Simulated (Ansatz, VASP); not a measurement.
**Two plane-wave programs on SiC**

```
CELL_PARAMETERS angstrom
0.00000 2.20178 2.20178
2.20178 0.00000 2.20178
2.20178 2.20178 0.00000
ATOMIC_POSITIONS crystal
Si 0.00000 0.00000 0.00000
C 0.25000 0.25000 0.25000
```

Alike in both runs: task single point; functional HSE06; k mesh 6 × 6 × 6; occupations gaussian, width 0.05 eV; no spin polarisation.

|  | VASP | Ansatz |
| --- | --- | --- |
| version | VASP 6.6.1 | Ansatz 0.2.0 |
| potentials or method | VASP PAW PBE potentials, release 64 (Si, C), cutoff 520 eV | scalar-relativistic, plane waves, PAW |
| valence electrons in the cell | 8 | 8 |

VASP gave:

| Quantity | Value |
| --- | --- |
| gap on the k mesh at the Fermi level (eV) | 2.25 |
| least direct gap on the mesh (eV) | 5.68 |
| pressure (GPa) | -8.4 |

Problem. What did Ansatz give for the same quantities?

Solution. gap on the k mesh at the Fermi level (eV): 2.25; least direct gap on the mesh (eV): 5.67; pressure (GPa): -8.1.

Ansatz's warnings: stress exchange threshold loose, stress scf threshold loose.
